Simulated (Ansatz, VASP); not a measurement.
CdHg2O3 in VASP and in Ansatz

```xyz
6
Lattice="3.0881 -1.7936 0.0000 3.0881 1.7936 0.0000 -1.9444 0.0000 9.1310" Properties=species:S:1:pos:R:3 pbc="T T T"
Cd    3.0881    1.1435    0.0000
Hg    4.6413    0.2523    2.9476
Hg   -0.4096    0.2523    6.1833
O     0.0532   -0.5955    7.9558
O     4.1785   -0.5955    1.1752
O     2.1159   -0.4570    4.5655
```

Alike in both runs: task single point; functional PBE; k mesh 10 × 10 × 4; occupations gaussian, width 0.02 eV; no spin polarisation.

```csv
,VASP,Ansatz
version,VASP 6.6.1,Ansatz 0.2.0
potentials or method,"VASP PAW PBE potentials, release 64 (Cd, Hg, O), cutoff 520 eV","scalar-relativistic, plane waves, PAW"
valence electrons in the cell,54,78
```

|  | VASP | Ansatz | Ansatz less VASP |
| --- | --- | --- | --- |
| gap on the k mesh at the Fermi level (eV) | 0.85 | 0.87 | +0.020 |
| least direct gap on the mesh (eV) | 1.01 | 1.04 | +0.026 |
| pressure (GPa) | 1.5 | 0.0 | -1.50 |
| traceless stress, the component that is largest in VASP (GPa) | 1.31 | 0.00 | -1.305 |
| rms of the force components (eV/Å) | 0.109 | 0.001 | -0.1080 |

Atom by atom the forces differ by 0.110 eV/Å (rms over components). VASP's potentials hold 54 valence electrons a cell and Ansatz's 78, so a difference there can come from the potentials and not from the codes.

Spin-orbit coupling is off throughout.
